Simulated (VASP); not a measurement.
Runs of VASP 6.6.1 on IrS. The structure is that of space group Fm-3m (No. 225), or close to it. The cells are those of the table. 

```csv
cell,gap on the mesh (eV),pressure (GPa)
"a = 3.480 Å, angles 60.0°, 2 atoms",none,-0.7
"a = 3.503 Å, angles 60.0°, 2 atoms",none,(b)
"a = 3.495 Å, angles 60.0°, 2 atoms",none,-3.3
"a = 3.475 Å, angles 60.0°, 2 atoms",none,0.1
"a = 3.456 Å, angles 60.0°, 2 atoms",none,(a)
"a = 3.433 Å, angles 60.0°, 2 atoms",none,8.2
```

Alike in all rows: task single point; level r2SCAN; potentials or basis VASP PAW PBE potentials, release 64 (Ir_sv_GW, S); no spin polarisation; k mesh 12 × 12 × 12; cutoff (eV) 620; smearing gaussian 0.05 eV.

Fill in the values left out.

(a) 3.5; (b) -4.4.

Caveats: the PAW data sets were made with another functional, which shifts forces and pressure a little; spin-orbit coupling is left out, which moves the levels of the heavy elements; an odd number of electrons without spin polarisation forces a metal; a magnetic or distorted state may lie lower; the cell stands under tension (at least some runs); the cell stands under pressure (at least some runs).

A k mesh can miss the band edges, and the runs leave out spin-orbit coupling on Ir.

A gap of «none» marks levels without a gap at the run's occupations.
